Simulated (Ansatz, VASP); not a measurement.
## Two plane-wave programs on Sc3SiF

```
CELL_PARAMETERS angstrom
6.28550 0.00000 0.00000
-3.14275 5.44340 0.00000
0.00000 0.00000 4.85316
ATOMIC_POSITIONS crystal
Sc 0.81913 0.63826 0.25000
Sc 0.81913 0.18087 0.25000
Sc 0.63826 0.81913 0.75000
Sc 0.18087 0.36174 0.75000
Sc 0.36174 0.18087 0.25000
Sc 0.18087 0.81913 0.75000
Si 0.33333 0.66667 0.25000
Si 0.66667 0.33333 0.75000
F 0.00000 0.00000 0.50000
F 0.00000 0.00000 0.00000
```

Change from the starting cell: species swapped into the TlCoCl3 type (P6_3/mmc, No. 194).

Alike in both runs: functional PBE; k mesh 6 × 6 × 8; occupations gaussian, width 0.1 eV; no spin polarisation.

Ansatz relaxed the structure, and its values are those at the end. VASP's run is a single point on that final structure, the one shown.

```csv
,VASP,Ansatz
version,VASP 6.6.1,Ansatz 0.2.0
potentials or method,"VASP PAW PBE potentials, release 64 (Sc_sv, Si, F), cutoff 520 eV","scalar-relativistic, plane waves, PAW"
valence electrons in the cell,88,88
```

```tsv
	VASP	Ansatz	Ansatz less VASP
gap on the k mesh at the Fermi level (eV)	none	none	-
pressure (GPa)	0.2	0.0	-0.18
rms of the force components (eV/Å)	0.010	0.001	-0.0093
```

A gap of «none» marks a metal or a gap that the smearing closes. The functional is the same, so the differences come from potentials, cutoffs and numerics.
